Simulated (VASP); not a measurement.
# Sb (I4/mmm) in VASP: a series of runs

The runs below take Sb through single point, with r2SCAN.

All numbers are computed with VASP 6.6.1; they aren't measurements. Logs are shortened: lines on timing, memory, paths and dates and some standing lists are left out, and cuts for length are marked.

## 1. The cell of the first run

The structure is tetragonal, space group I4/mmm (No. 139). Conventional cell: a = 3.205 Å, b = 3.205 Å, c = 5.513 Å, α = 90.00°, β = 90.00°, γ = 90.00°. Sb (site symmetry 4/mmm) has 12 Sb at 3.20 to 3.57 Å within 4.2 Å.

## 2. Single point, r2SCAN

POSCAR

```
Sb
1.0
   -1.6023895124      1.6023895124      2.7564039031
    1.6023895124     -1.6023895124      2.7564039031
    1.6023895124      1.6023895124     -2.7564039031
Sb
1
Direct
    0.0000000000      0.0000000000      0.0000000000
```

INCAR.step1

```
SYSTEM = Sb
PREC = Accurate
ENCUT = 520
ISMEAR = -1
SIGMA = 0.1
LREAL = .False.
LASPH = .True.
NELM = 60
NBANDS = 8
GGA = PE
ALGO = Normal
EDIFF = 1E-4
LWAVE = .True.
LCHARG = .False.
```

INCAR.step2

```
SYSTEM = Sb
PREC = Accurate
ENCUT = 520
EDIFF = 1E-6
ISMEAR = -1
SIGMA = 0.1
LREAL = .False.
LASPH = .True.
NELM = 60
ALGO = Normal
ISIF = 2
LWAVE = .False.
LCHARG = .False.
METAGGA = R2SCAN
LMIXTAU = .True.
NBANDS = 8
ISTART = 1
```

KPOINTS

```
Automatic mesh
0
Gamma
  13 13 13
  0 0 0
```

Potentials or basis: VASP PAW PBE potentials, release 64 (Sb).

Launch:

```bash
> cat potpaw_PBE.64/Sb/POTCAR > POTCAR
> cp INCAR.step1 INCAR
> mpirun -np 1 vasp_std > vasp.out
> cp INCAR.step2 INCAR
> mpirun -np 1 vasp_std > vasp.out
```

OUTCAR:

```text
SYSTEM = Sb
   PREC = Accurate
   ENCUT = 520
   EDIFF = 1E-6
   ISMEAR = -1
   LREAL = .False.
   LASPH = .True.
   NELM = 60
   ISIF = 2
   METAGGA = R2SCAN
   ISTART = 1

 ion  position               nearest neighbor table
   1  0.000  0.000  0.000-

  LATTYP: Found a body centered tetragonal cell.
 ALAT       =     3.2047790248
 C/A-ratio  =     1.7201834397

  Lattice vectors:

 A1 = (  -1.6023895124,   1.6023895124,   2.7564039031)
 A2 = (   1.6023895124,  -1.6023895124,   2.7564039031)
 A3 = (   1.6023895124,   1.6023895124,  -2.7564039031)

Analysis of symmetry for initial positions (statically):
=====================================================================
 Subroutine PRICEL returns:
 Original cell was already a primitive cell.

 Routine SETGRP: Setting up the symmetry group for a
 body centered tetragonal supercell.

 Subroutine GETGRP returns: Found 16 space group operations
 (whereof 16 operations were pure point group operations)
 out of a pool of 16 trial point group operations.

The static configuration has the point symmetry D_4h.

Analysis of symmetry for dynamics (positions and initial velocities):
=====================================================================
 Subroutine PRICEL returns:
 Original cell was already a primitive cell.

 Routine SETGRP: Setting up the symmetry group for a
 body centered tetragonal supercell.

 Subroutine GETGRP returns: Found 16 space group operations
 (whereof 16 operations were pure point group operations)
 out of a pool of 16 trial point group operations.

The dynamic configuration has the point symmetry D_4h.

 Subroutine INISYM returns: Found 16 space group operations
 (whereof 16 operations are pure point group operations),
 and found     1 'primitive' translations

----------------------------------------------------------------------------------------

                                     Primitive cell

  volume of cell :      28.3099

  direct lattice vectors                    reciprocal lattice vectors
    -1.602389512  1.602389512  2.756403903     0.000000000  0.312033994  0.181395767
     1.602389512 -1.602389512  2.756403903     0.312033994  0.000000000  0.181395767
     1.602389512  1.602389512 -2.756403903     0.312033994  0.312033994  0.000000000

  length of vectors
     3.568342301  3.568342301  3.568342301     0.360928854  0.360928854  0.441282707

  position of ions in fractional coordinates (direct lattice)
     0.000000000  0.000000000  0.000000000

  ion indices of the primitive-cell ions
   primitive index   ion index
                 1           1

----------------------------------------------------------------------------------------

 KPOINTS: Automatic mesh

Automatic generation of k-mesh.
 Grid dimensions read from file:
 generate k-points for:   13   13   13

 Generating k-lattice:

  Cartesian coordinates                     Fractional coordinates (reciprocal lattice)
     0.000000000  0.024002615  0.013953521     0.076923077  0.000000000 -0.000000000
     0.024002615  0.000000000  0.013953521     0.000000000  0.076923077 -0.000000000
     0.024002615  0.024002615  0.000000000     0.000000000  0.000000000  0.076923077

  Length of vectors
     0.027763758  0.027763758  0.033944824

  Shift w.r.t. Gamma in fractional coordinates (k-lattice)
     0.000000000  0.000000000  0.000000000

 Subroutine IBZKPT returns following result:
 ===========================================

 Found    196 irreducible k-points:

 Following reciprocal coordinates:
            Coordinates               Weight
  0.000000  0.000000  0.000000      1.000000
  0.076923 -0.000000  0.000000      8.000000
  0.153846  0.000000  0.000000      8.000000
  0.230769 -0.000000  0.000000      8.000000
  0.307692  0.000000  0.000000      8.000000
  0.384615  0.000000  0.000000      8.000000
[... 16 lines left out ...]
  0.384615  0.153846  0.000000     16.000000
  0.461538  0.153846  0.000000     16.000000
 [... further k-points ...]
   k-points           NKPTS =    196   k-points in BZ     NKDIM =    196   number of bands    NBANDS=      8
   number of dos      NEDOS =    301   number of ions     NIONS =      1
   total plane-waves  NPLWV =  21952
   dimension x,y,z NGX =    28 NGY =   28 NGZ =   28
   dimension x,y,z NGXF=    56 NGYF=   56 NGZF=   56
   ions per type =               1
   NGX,Y,Z   is equivalent  to a cutoff of  13.04, 13.04, 13.04 a.u.
   NGXF,Y,Z  is equivalent  to a cutoff of  26.09, 26.09, 26.09 a.u.
 SYSTEM =  Sb
   PREC   = accura    normal or accurate (medium, high low for compatibility)
   ISTART =      1    job   : 0-new  1-cont  2-samecut
   ICHARG =      0    charge: 1-file 2-atom 10-const
   ISPIN  =      1    spin polarized calculation?
   LNONCOLLINEAR =      F non collinear calculations
   LSORBIT =      F    spin-orbit coupling
   LASPH  =      T    aspherical Exc in radial PAW
   ENCUT  =  520.0 eV  38.22 Ry    6.18 a.u.   6.63  6.63  6.63*2*pi/ulx,y,z
   NELM   =     60;   NELMIN=  2; NELMDL=  0     # of ELM steps
   EDIFF  = 0.1E-05   stopping-criterion for ELM
   LREAL  =      F    real-space projection
   EDIFFG = 0.1E-04   stopping-criterion for IOM
   NSW    =      0    number of steps for IOM
   IBRION =     -1    ionic relax: 0-MD 1-quasi-New 2-CG
   NFREE  =      0    steps in history (QN), initial steepest desc. (CG)
   ISIF   =      2    stress and relaxation
   ISYM   =      2    0-nonsym 1-usesym 2-fastsym
   POTIM  = 0.5000    time-step for ionic-motion
   TEBEG  =    0.0;   TEEND  =   0.0 temperature during run
   PSTRESS=    0.0 pullay stress
   NELECT =       5.0000    total number of electrons
   NUPDOWN=      -1.0000    fix difference up-down
   EMIN   =  10.00;   EMAX   =-10.00  energy-range for DOS
   EFERMI =   0.00;   METHOD = LEGACY
   ISMEAR =    -1;   SIGMA  =   0.10  broadening in eV -4-tet -1-fermi 0-gaus
   EFERMI_NEDOS =   21; number of points for ismear=-14 and -15
   IALGO  =     38    algorithm
   IMIX   =      4    mixing-type and parameters
     AMIX     =   0.40;   BMIX     =  1.00
     AMIX_MAG =   1.60;   BMIX_MAG =  1.00
  volume/ion in A,a.u.               =      28.31       191.04
  Fermi-wavevector in a.u.,A,eV,Ry     =   0.918513  1.735737 11.478766  0.843666
  Thomas-Fermi vector in A             =   2.043603
   LORBIT       =      0    0 simple, 1 ext, 2 COOP (PROOUT), +10 PAW based schemes
   METAGGA = R2SCAN    functional components
   LHFCALC =     F    Hartree Fock is set to
   AEXX    =    0.0000 exact exchange contribution
   IVDW    =     0    specifies the selected vdW correction
   LEPSILON=     F    determine dielectric tensor
   LRPA    =     F    only Hartree local field effects (RPA)
 non-spin polarized calculation
  energy-cutoff  :      520.00
  volume of cell :       28.31
 maximum number of plane-waves:       782
   NGX = 13   NGY = 13   NGZ = 13

 number of electron       5.0000000 magnetization

 Free energy of the ion-electron system (eV)
  ---------------------------------------------------
  ext. energy  EPLUGINS =         0.00000000
  ---------------------------------------------------
  free energy    TOTEN  =       -25.27652810 eV

  energy without entropy =      -25.25652333  energy(sigma->0) =      -25.26652572

 E-fermi :   7.8207     XC(G=0): -10.5480

 val. band max:        7.7936502753   @ k =  -0.2308  -0.3077   0.0769
 cond. band min:       7.8335158688   @ k =   0.4615   0.2308   0.0000
 fundamental gap:      0.0398655935
 Fermi energy:         7.8207352778

 k-point     1 :       0.0000    0.0000    0.0000
  band No.  band energies     occupation
      1      -5.3628      2.00000
      2      12.3332      0.00000
      3      13.2165      0.00000
      4      13.2165      0.00000
      5      17.3834      0.00000
      6      18.8127      0.00000
      7      18.9525      0.00000
      8      18.9525      0.00000

 k-point     2 :       0.0769   -0.0000    0.0000
  band No.  band energies     occupation
      1      -5.2429      2.00000
      2      11.8205      0.00000
      3      12.4136      0.00000
      4      13.1923      0.00000
      5      17.5140      0.00000
      6      17.8450      0.00000
      7      18.8277      0.00000
      8      19.1456      0.00000

 k-point     3 :       0.1538    0.0000    0.0000
  band No.  band energies     occupation
      1      -4.8850      2.00000
      2       9.8858      0.00000
      3      11.6111      0.00000
      4      13.1405      0.00000
      5      16.4656      0.00000
      6      17.8011      0.00000
      7      19.5265      0.00000
      8      19.6717      0.00000

 k-point     4 :       0.2308   -0.0000    0.0000
  band No.  band energies     occupation
      1      -4.2962      2.00000
      2       7.6162      1.77091
      3      10.8827      0.00000
      4      13.1008      0.00000
      5      15.5936      0.00000
      6      17.6818      0.00000
      7      20.2476      0.00000
      8      20.7573      0.00000

 k-point     5 :       0.3077    0.0000    0.0000
  band No.  band energies     occupation
      1      -3.4974      2.00000
      2       5.4494      2.00000
      3      10.2541      0.00000
      4      13.0980      0.00000
      5      14.9549      0.00000
      6      17.7021      0.00000
      7      19.9691      0.00000
      8      20.9284      0.00000
[... 177 lines left out ...]
 k-point    22 :       0.3077    0.1538   -0.0000
  band No.  band energies     occupation
      1      -2.6172      2.00000
      2       4.8895      2.00000
      3       8.7266      0.00023
      4      10.4478      0.00000
      5      15.6991      0.00000
      6      17.3855      0.00000
      7      19.8394      0.00000
      8      20.8660      0.00000

 k-point    23 :       0.3846    0.1538    0.0000
  band No.  band energies     occupation
      1      -1.6849      2.00000
      2       3.2524      2.00000
      3       8.6666      0.00042
      4      10.3566      0.00000
      5      15.2020      0.00000
      6      16.8293      0.00000
      7      20.3488      0.00000
      8      22.0456      0.00000

 k-point    24 :       0.4615    0.1538    0.0000
  band No.  band energies     occupation
      1      -1.1632      2.00000
      2       2.4772      2.00000
      3       8.7342      0.00022
      4      10.4752      0.00000
      5      14.8952      0.00000
      6      16.5385      0.00000
      7      20.6693      0.00000
      8      22.0016      0.00000

 [... further k-points ...]

------------------------ aborting loop because EDIFF is reached ----------------------------------------

  FORCE on cell =-STRESS in cart. coord.  units (eV):
  Direction    XX          YY          ZZ          XY          YZ          ZX
  --------------------------------------------------------------------------------------
  -------------------------------------------------------------------------------------
  Total       -0.3680990     -0.3680990     -0.1007674      0.0000000     -0.0000000      0.0000000
  in kB      -20.8322498    -20.8322498     -5.7028434      0.0000000     -0.0000000      0.0000000
  external PRESSURE =     -15.7891143 kB  Pullay stress =       0.0000000 kB

 VOLUME and BASIS-vectors are now :
 -----------------------------------------------------------------------------
  energy-cutoff  :      520.00
  volume of cell :       28.31
      direct lattice vectors                 reciprocal lattice vectors
    -1.602389512  1.602389512  2.756403903     0.000000000  0.312033994  0.181395767
     1.602389512 -1.602389512  2.756403903     0.312033994  0.000000000  0.181395767
     1.602389512  1.602389512 -2.756403903     0.312033994  0.312033994  0.000000000

 POSITION                                       TOTAL-FORCE (eV/Angst)
 -----------------------------------------------------------------------------------
      0.00000      0.00000      0.00000         0.000000     -0.000000      0.000000
 -----------------------------------------------------------------------------------
    total drift:                               -0.000000     -0.000000     -0.000000

  FREE ENERGIE OF THE ION-ELECTRON SYSTEM (eV)
  ---------------------------------------------------
  free  energy   TOTEN  =       -25.2765281031 eV

  energy  without entropy=      -25.2565233343  energy(sigma->0) =      -25.26652572
```

Wall time 64 s (1 thread of Intel Xeon 6975P-C (Granite Rapids), shared host); peak memory 0.19 GiB.

Results:

| Property | Result |
| --- | --- |
| Free energy | -25.2765 eV |
| Pressure | -1.6 GPa |
| Band gap on the k mesh | zero (an odd number of electrons rules out a gap without spin polarisation) |

Caveat: the PAW data sets were made with another functional, which shifts forces and pressure a little; spin-orbit coupling is left out, which moves the levels of the heavy elements.

## 3. Single point, r2SCAN

This run uses another cell than the first one, of 28.98 Å³/atom.

POSCAR

```
Sb
1.0
   -1.6150072721      1.6150072721      2.7781087645
    1.6150072721     -1.6150072721      2.7781087645
    1.6150072721      1.6150072721     -2.7781087645
Sb
1
Direct
    0.0000000000      0.0000000000      0.0000000000
```

INCAR.step1

```
ALGO = Normal
EDIFF = 1E-4
ENCUT = 520
GGA = PE
ISMEAR = -1
LASPH = T
LCHARG = F
LREAL = F
LWAVE = T
NBANDS = 8
NELM = 60
PREC = Accurate
SIGMA = 0.1
```

INCAR.step2

```
ALGO = Normal
EDIFF = 1E-6
ENCUT = 520
ISIF = 2
ISMEAR = -1
ISTART = 1
LASPH = T
LCHARG = F
LMIXTAU = T
LREAL = F
LWAVE = F
METAGGA = R2SCAN
NBANDS = 8
NELM = 60
PREC = Accurate
SIGMA = 0.1
```

KPOINTS

```
k-points
0
Gamma
  13 13 13
```

Potentials or basis: VASP PAW PBE potentials, release 64 (Sb).

Launch:

```bash
> cat potpaw_PBE.64/Sb/POTCAR > POTCAR
> cp INCAR.step1 INCAR
> mpirun -np 1 vasp_std > vasp.out
> cp INCAR.step2 INCAR
> mpirun -np 1 vasp_std > vasp.out
```

Wall time 64 s (1 thread of Intel Xeon 6975P-C (Granite Rapids), shared host); peak memory 0.19 GiB.

The run converged. Its results:

```yaml
Free_energy: -25.2673 eV
Pressure: -2.8 GPa
Band_gap_on_the_k_mesh: zero (an odd number of electrons rules out a gap without spin polarisation)
```

Stress tensor (GPa, compression positive):
```
-3.38  0.00  0.00
 0.00 -3.38  0.00
 0.00  0.00 -1.55
```

Levels at points of the mesh, in eV from the Fermi level:
| k point | band 1 | band 2 | band 3 | band 4 | band 5 |
| --- | --- | --- | --- | --- | --- |
| (0.00, 0.00, 0.00) | -13.00 | 4.35 | 5.23 | 5.23 | 9.49 |

Caveat: the PAW data sets were made with another functional, which shifts forces and pressure a little; spin-orbit coupling is left out, which moves the levels of the heavy elements.

## 4. Single point, r2SCAN

This run uses another cell than the first one, of 29.66 Å³/atom.

POSCAR

```
Sb
1.0
   -1.6274308932      1.6274308932      2.7994796718
    1.6274308932     -1.6274308932      2.7994796718
    1.6274308932      1.6274308932     -2.7994796718
Sb
1
Direct
    0.0000000000      0.0000000000      0.0000000000
```

INCAR.step1

```
PREC = Accurate
ENCUT = 520
ISMEAR = -1
SIGMA = 0.1
LREAL = F
LASPH = T
NELM = 60
NBANDS = 8
GGA = PE
ALGO = Normal
EDIFF = 1E-4
LWAVE = T
LCHARG = F
```

INCAR.step2

```
PREC = Accurate
ENCUT = 520
EDIFF = 1E-6
ISMEAR = -1
SIGMA = 0.1
LREAL = F
LASPH = T
NELM = 60
ALGO = Normal
ISIF = 2
LWAVE = F
LCHARG = F
METAGGA = R2SCAN
LMIXTAU = T
NBANDS = 8
ISTART = 1
```

KPOINTS

```
Automatic mesh
0
Gamma
  13 13 13
```

Launch:

```bash
> cat potpaw_PBE.64/Sb/POTCAR > POTCAR
> cp INCAR.step1 INCAR
> mpirun -np 1 vasp_std > vasp.out
> cp INCAR.step2 INCAR
> mpirun -np 1 vasp_std > vasp.out
```

It took 69 s on 1 thread of Intel Xeon 6975P-C (Granite Rapids), shared host; peak memory 0.19 GiB.

The run converged. Its results:

- Free energy: -25.2535 eV
- Pressure: -3.8 GPa
- Band gap on the k mesh: zero (an odd number of electrons rules out a gap without spin polarisation)

Stress tensor (GPa, compression positive):
```
-4.52  0.00  0.00
 0.00 -4.52  0.00
 0.00  0.00 -2.39
```

Levels at points of the mesh, in eV from the Fermi level:
```tsv
k point	band 1	band 2	band 3	band 4	band 5	band 6	band 7
(0.00, 0.00, 0.00)	-12.82	4.19	5.07	5.07	9.42	10.75	10.98
```

Caveat: the cell stands under tension; the PAW data sets were made with another functional, which shifts forces and pressure a little; spin-orbit coupling is left out, which moves the levels of the heavy elements.

## 5. The runs side by side

| cell | gap on the mesh (eV) | pressure (GPa) |
| --- | --- | --- |
| a = 3.568 Å, angles 126.6, 126.6, 78.8°, 1 atom | none | -1.6 |
| a = 3.596 Å, angles 126.6, 126.6, 78.8°, 1 atom | none | -2.8 |
| a = 3.624 Å, angles 126.6, 126.6, 78.8°, 1 atom | none | -3.8 |

Alike in all rows: task single point; level r2SCAN; potentials or basis VASP PAW PBE potentials, release 64 (Sb); no spin polarisation; k mesh 13 × 13 × 13; cutoff (eV) 520; smearing fermi-dirac 0.1 eV.

Caveats: the PAW data sets were made with another functional, which shifts forces and pressure a little; spin-orbit coupling is left out, which moves the levels of the heavy elements; the cell stands under tension (at least some runs).

Total energies depend on the potentials used, so only differences within one code and one set of settings carry meaning.
